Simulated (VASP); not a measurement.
# LiLaMn (P4/nmm) in VASP: single point with r2SCAN

Aim: the single point of LiLaMn with r2SCAN.

Program: VASP 6.6.1. These are calculated values, not measurements. Logs are shortened: lines on timing, memory, paths and dates and some standing lists are left out, and cuts for length are marked.

## Step 1: The cell of the first run

It takes space group P4/nmm (No. 129, tetragonal). Conventional cell: a = 4.573 Å, b = 4.573 Å, c = 6.591 Å, α = 90.00°, β = 90.00°, γ = 90.00°. Within 3.6 Å of Mn (site symmetry -4m2) lie 4 La at 2.77 Å and 4 Mn at 3.23 Å and 2 Li at 3.30 Å. La (site symmetry 4mm) has 4 Mn at 2.77 Å and 4 Li at 2.87 Å within 3.6 Å. Li (site symmetry -4m2) has 4 La at 2.87 Å and 4 Li at 3.23 Å and 2 Mn at 3.30 Å within 3.8 Å.

## Step 2: Single point, r2SCAN

File POSCAR:

```
LiLaMn
1.0
    4.5730858000      0.0000000000      0.0000000000
    0.0000000000      4.5730858000      0.0000000000
    0.0000000000      0.0000000000      6.5913074000
Mn La Li
2 2 2
Direct
    0.0000000000      0.0000000000      0.0000000000
    0.5000000000      0.5000000000      0.0000000000
    0.0000000000      0.5000000000      0.7638000000
    0.5000000000      0.0000000000      0.2362000000
    0.0000000000      0.0000000000      0.5000000000
    0.5000000000      0.5000000000      0.5000000000
```

File INCAR.step1:

```
ALGO = Normal
EDIFF = 1E-4
ENCUT = 520
GGA = PE
ISMEAR = 1
LASPH = True
LCHARG = False
LREAL = False
LWAVE = True
NBANDS = 36
NELM = 100
PREC = Accurate
SIGMA = 0.0318
```

File INCAR.step2:

```
ALGO = Normal
EDIFF = 1E-6
ENCUT = 520
ISIF = 2
ISMEAR = 1
ISTART = 1
LASPH = True
LCHARG = False
LMIXTAU = True
LREAL = False
LWAVE = False
METAGGA = R2SCAN
NBANDS = 36
NELM = 100
PREC = Accurate
SIGMA = 0.0318
```

File KPOINTS:

```
k-points
0
Gamma
  6 6 4
```

Potentials or basis: VASP PAW PBE potentials, release 64 (Mn_pv, La, Li_sv).

On the command line:

```console
> cat potpaw_PBE.64/Mn_pv/POTCAR potpaw_PBE.64/La/POTCAR potpaw_PBE.64/Li_sv/POTCAR > POTCAR
> cp INCAR.step1 INCAR
> mpirun -np 1 vasp_std > vasp.out
> cp INCAR.step2 INCAR
> mpirun -np 1 vasp_std > vasp.out
```

OUTCAR:

```text
EDIFF = 1E-6
   ENCUT = 520
   ISIF = 2
   ISMEAR = 1
   ISTART = 1
   LASPH = True
   LREAL = False
   METAGGA = R2SCAN
   NELM = 100
   PREC = Accurate

 ion  position               nearest neighbor table
   1  0.000  0.000  0.000-   3 2.77   4 2.77   3 2.77   4 2.77
   2  0.500  0.500  0.000-   3 2.77   4 2.77   4 2.77   3 2.77
   3  0.000  0.500  0.764-   1 2.77   2 2.77   1 2.77   2 2.77   5 2.87   5 2.87   6 2.87   6 2.87

   4  0.500  0.000  0.236-   1 2.77   2 2.77   2 2.77   1 2.77   5 2.87   6 2.87   6 2.87   5 2.87

   5  0.000  0.000  0.500-   3 2.87   4 2.87   3 2.87   4 2.87
   6  0.500  0.500  0.500-   3 2.87   4 2.87   4 2.87   3 2.87

  LATTYP: Found a simple tetragonal cell.
 ALAT       =     4.5730858000
 C/A-ratio  =     1.4413259861

  Lattice vectors:

 A1 = (   4.5730858000,   0.0000000000,   0.0000000000)
 A2 = (   0.0000000000,   4.5730858000,   0.0000000000)
 A3 = (   0.0000000000,   0.0000000000,   6.5913074000)

Analysis of symmetry for initial positions (statically):
=====================================================================
 Subroutine PRICEL returns:
 Original cell was already a primitive cell.

 Routine SETGRP: Setting up the symmetry group for a
 simple tetragonal supercell.

 Subroutine GETGRP returns: Found 16 space group operations
 (whereof  8 operations were pure point group operations)
 out of a pool of 16 trial point group operations.

The static configuration has the point symmetry D_2d.
 The point group associated with its full space group is D_4h.

Analysis of symmetry for dynamics (positions and initial velocities):
=====================================================================
 Subroutine PRICEL returns:
 Original cell was already a primitive cell.

 Routine SETGRP: Setting up the symmetry group for a
 simple tetragonal supercell.

 Subroutine GETGRP returns: Found 16 space group operations
 (whereof  8 operations were pure point group operations)
 out of a pool of 16 trial point group operations.

The dynamic configuration has the point symmetry D_2d.
 The point group associated with its full space group is D_4h.

 Subroutine INISYM returns: Found 16 space group operations
 (whereof  8 operations are pure point group operations),
 and found     1 'primitive' translations

----------------------------------------------------------------------------------------

                                     Primitive cell

  volume of cell :     137.8448

  direct lattice vectors                    reciprocal lattice vectors
     4.573085800  0.000000000  0.000000000     0.218670728  0.000000000  0.000000000
     0.000000000  4.573085800  0.000000000     0.000000000  0.218670728  0.000000000
     0.000000000  0.000000000  6.591307400     0.000000000  0.000000000  0.151714969

  length of vectors
     4.573085800  4.573085800  6.591307400     0.218670728  0.218670728  0.151714969

  position of ions in fractional coordinates (direct lattice)
     0.000000000  0.000000000  0.000000000
     0.500000000  0.500000000  0.000000000
     0.000000000  0.500000000  0.763800000
     0.500000000  0.000000000  0.236200000
     0.000000000  0.000000000  0.500000000
     0.500000000  0.500000000  0.500000000

  ion indices of the primitive-cell ions
   primitive index   ion index
                 1           1
                 2           2
                 3           3
                 4           4
                 5           5
                 6           6

----------------------------------------------------------------------------------------

 KPOINTS: k-points

Automatic generation of k-mesh.
 Grid dimensions read from file:
 generate k-points for:    6    6    4

 Generating k-lattice:

  Cartesian coordinates                     Fractional coordinates (reciprocal lattice)
     0.036445121  0.000000000  0.000000000     0.166666667  0.000000000  0.000000000
     0.000000000  0.036445121  0.000000000     0.000000000  0.166666667  0.000000000
     0.000000000  0.000000000  0.037928742     0.000000000  0.000000000  0.250000000

  Length of vectors
     0.036445121  0.036445121  0.037928742

  Shift w.r.t. Gamma in fractional coordinates (k-lattice)
     0.000000000  0.000000000  0.000000000

 Subroutine IBZKPT returns following result:
 ===========================================

 Found     30 irreducible k-points:

 Following reciprocal coordinates:
            Coordinates               Weight
  0.000000  0.000000  0.000000      1.000000
  0.166667  0.000000  0.000000      4.000000
  0.333333  0.000000  0.000000      4.000000
  0.500000  0.000000  0.000000      2.000000
  0.166667  0.166667  0.000000      4.000000
  0.333333  0.166667  0.000000      8.000000
[... 16 lines left out ...]
  0.333333  0.000000  0.500000      4.000000
  0.500000  0.000000  0.500000      2.000000
 [... further k-points ...]
   k-points           NKPTS =     30   k-points in BZ     NKDIM =     30   number of bands    NBANDS=     36
   number of dos      NEDOS =    301   number of ions     NIONS =      6
   total plane-waves  NPLWV =  64800
   dimension x,y,z NGX =    36 NGY =   36 NGZ =   50
   dimension x,y,z NGXF=    72 NGYF=   72 NGZF=  100
   ions per type =               2   2   2
   NGX,Y,Z   is equivalent  to a cutoff of  13.09, 13.09, 12.61 a.u.
   NGXF,Y,Z  is equivalent  to a cutoff of  26.17, 26.17, 25.22 a.u.
 SYSTEM =  unknown system
   PREC   = accura    normal or accurate (medium, high low for compatibility)
   ISTART =      1    job   : 0-new  1-cont  2-samecut
   ICHARG =      0    charge: 1-file 2-atom 10-const
   ISPIN  =      1    spin polarized calculation?
   LNONCOLLINEAR =      F non collinear calculations
   LSORBIT =      F    spin-orbit coupling
   LASPH  =      T    aspherical Exc in radial PAW
   ENCUT  =  520.0 eV  38.22 Ry    6.18 a.u.   8.50  8.50 12.26*2*pi/ulx,y,z
   NELM   =    100;   NELMIN=  2; NELMDL=  0     # of ELM steps
   EDIFF  = 0.1E-05   stopping-criterion for ELM
   LREAL  =      F    real-space projection
   EDIFFG = 0.1E-04   stopping-criterion for IOM
   NSW    =      0    number of steps for IOM
   IBRION =     -1    ionic relax: 0-MD 1-quasi-New 2-CG
   NFREE  =      0    steps in history (QN), initial steepest desc. (CG)
   ISIF   =      2    stress and relaxation
   ISYM   =      2    0-nonsym 1-usesym 2-fastsym
   POTIM  = 0.5000    time-step for ionic-motion
   TEBEG  =    0.0;   TEEND  =   0.0 temperature during run
   PSTRESS=    0.0 pullay stress
   NELECT =      54.0000    total number of electrons
   NUPDOWN=      -1.0000    fix difference up-down
   EMIN   =  10.00;   EMAX   =-10.00  energy-range for DOS
   EFERMI =   0.00;   METHOD = LEGACY
   ISMEAR =     1;   SIGMA  =   0.03  broadening in eV -4-tet -1-fermi 0-gaus
   EFERMI_NEDOS =   21; number of points for ismear=-14 and -15
   IALGO  =     38    algorithm
   IMIX   =      4    mixing-type and parameters
     AMIX     =   0.40;   BMIX     =  1.00
     AMIX_MAG =   1.60;   BMIX_MAG =  1.00
  volume/ion in A,a.u.               =      22.97       155.04
  Fermi-wavevector in a.u.,A,eV,Ry     =   1.197869  2.263644 19.522866  1.434890
  Thomas-Fermi vector in A             =   2.333773
   LORBIT       =      0    0 simple, 1 ext, 2 COOP (PROOUT), +10 PAW based schemes
   METAGGA = R2SCAN    functional components
   LHFCALC =     F    Hartree Fock is set to
   AEXX    =    0.0000 exact exchange contribution
   IVDW    =     0    specifies the selected vdW correction
   LEPSILON=     F    determine dielectric tensor
   LRPA    =     F    only Hartree local field effects (RPA)
 non-spin polarized calculation
 Methfessel and Paxton  Order N= 1 SIGMA  =   0.03
  energy-cutoff  :      520.00
  volume of cell :      137.84
 maximum number of plane-waves:      3737
 NGX is ok and might be reduce to    36
   NGX = 17   NGY = 17   NGZ = 25

 number of electron      54.0000009 magnetization

 Free energy of the ion-electron system (eV)
  ---------------------------------------------------
  ext. energy  EPLUGINS =         0.00000000
  ---------------------------------------------------
  free energy    TOTEN  =       -85.58823003 eV

  energy without entropy =      -85.58794766  energy(sigma->0) =      -85.58813590

 E-fermi :   5.5439     XC(G=0): -10.1221

 val. band max:        5.5417633004   @ k =   0.5000   0.3333   0.2500
 cond. band min:       5.5458271911   @ k =   0.0000   0.0000   0.5000
 fundamental gap:      0.0040638907
 Fermi energy:         5.5439420327

 k-point     1 :       0.0000    0.0000    0.0000
  band No.  band energies     occupation
      1     -43.3830      2.00000
      2     -43.3830      2.00000
      3     -43.3596      2.00000
      4     -43.3579      2.00000
      5     -43.3579      2.00000
      6     -43.3531      2.00000
[... 28 lines left out ...]
     35       8.0748      0.00000
     36       8.4689      0.00000

 k-point     2 :       0.1667    0.0000    0.0000
  band No.  band energies     occupation
      1     -43.3816      2.00000
      2     -43.3814      2.00000
      3     -43.3598      2.00000
      4     -43.3596      2.00000
      5     -43.3591      2.00000
      6     -43.3535      2.00000
[... 28 lines left out ...]
     35       8.0418      0.00000
     36       8.3457      0.00000

 k-point     3 :       0.3333    0.0000    0.0000
  band No.  band energies     occupation
      1     -43.3774      2.00000
      2     -43.3768      2.00000
      3     -43.3648      2.00000
      4     -43.3642      2.00000
      5     -43.3578      2.00000
      6     -43.3546      2.00000
[... 28 lines left out ...]
     35       8.1406      0.00000
     36       8.2841      0.00000
[... 742 lines left out ...]
 k-point    23 :       0.3333    0.0000    0.5000
  band No.  band energies     occupation
      1     -43.3774      2.00000
      2     -43.3768      2.00000
      3     -43.3648      2.00000
      4     -43.3642      2.00000
      5     -43.3579      2.00000
      6     -43.3547      2.00000
[... 28 lines left out ...]
     35       8.3846      0.00000
     36       8.4594      0.00000

 k-point    24 :       0.5000    0.0000    0.5000
  band No.  band energies     occupation
      1     -43.3713      2.00000
      2     -43.3713      2.00000
      3     -43.3705      2.00000
      4     -43.3705      2.00000
      5     -43.3563      2.00000
      6     -43.3563      2.00000
[... 28 lines left out ...]
     35       8.4470      0.00000
     36       8.4470      0.00000

 [... further k-points ...]

------------------------ aborting loop because EDIFF is reached ----------------------------------------

  FORCE on cell =-STRESS in cart. coord.  units (eV):
  Direction    XX          YY          ZZ          XY          YZ          ZX
  --------------------------------------------------------------------------------------
  -------------------------------------------------------------------------------------
  Total       -4.1592122     -4.1592122     -0.6560325      0.0000000      0.0000000      0.0000000
  in kB      -48.3427543    -48.3427543     -7.6251018      0.0000000      0.0000000      0.0000000
  external PRESSURE =     -34.7702035 kB  Pullay stress =       0.0000000 kB

 VOLUME and BASIS-vectors are now :
 -----------------------------------------------------------------------------
  energy-cutoff  :      520.00
  volume of cell :      137.84
      direct lattice vectors                 reciprocal lattice vectors
     4.573085800  0.000000000  0.000000000     0.218670728  0.000000000  0.000000000
     0.000000000  4.573085800  0.000000000     0.000000000  0.218670728  0.000000000
     0.000000000  0.000000000  6.591307400     0.000000000  0.000000000  0.151714969

 POSITION                                       TOTAL-FORCE (eV/Angst)
 -----------------------------------------------------------------------------------
      0.00000      0.00000      0.00000         0.000000     -0.000000      0.000000
      2.28654      2.28654      0.00000        -0.000000      0.000000      0.000000
      0.00000      2.28654      5.03444         0.000000     -0.000000      2.176808
      2.28654      0.00000      1.55687        -0.000000     -0.000000     -2.176808
      0.00000      0.00000      3.29565         0.000000     -0.000000      0.000000
      2.28654      2.28654      3.29565         0.000000     -0.000000      0.000000
 -----------------------------------------------------------------------------------
    total drift:                                0.000000      0.000000      0.000000

  FREE ENERGIE OF THE ION-ELECTRON SYSTEM (eV)
  ---------------------------------------------------
  free  energy   TOTEN  =       -85.5882300255 eV

  energy  without entropy=      -85.5879476578  energy(sigma->0) =      -85.58813590
```

Wall time 8.3 min (1 thread of Intel Xeon Platinum 8559C (Emerald Rapids), shared host); peak memory 0.36 GiB.

Results:

```
Free energy            : -85.5882 eV
Largest force          : 2.177 eV/Å
Band gap on the k mesh : zero (bands 27 and 28 overlap by 0.51 eV)
```

Forces in eV/Å, atoms in the order of the input:
```
Mn   0.000  0.000  0.000
Mn   0.000  0.000  0.000
La   0.000  0.000  2.177
La   0.000  0.000 -2.177
Li   0.000  0.000  0.000
Li   0.000  0.000  0.000
```

Caveat: the cutoff is under 1.25 times the usual one of these potentials, so pressure, stress and relaxed cells hold a basis-set (Pulay) error; the PAW data sets were made with another functional, which shifts forces and pressure a little; spin-orbit coupling is left out, which moves the levels of the heavy elements; the run has no spin polarisation, though such a crystal can be magnetic.
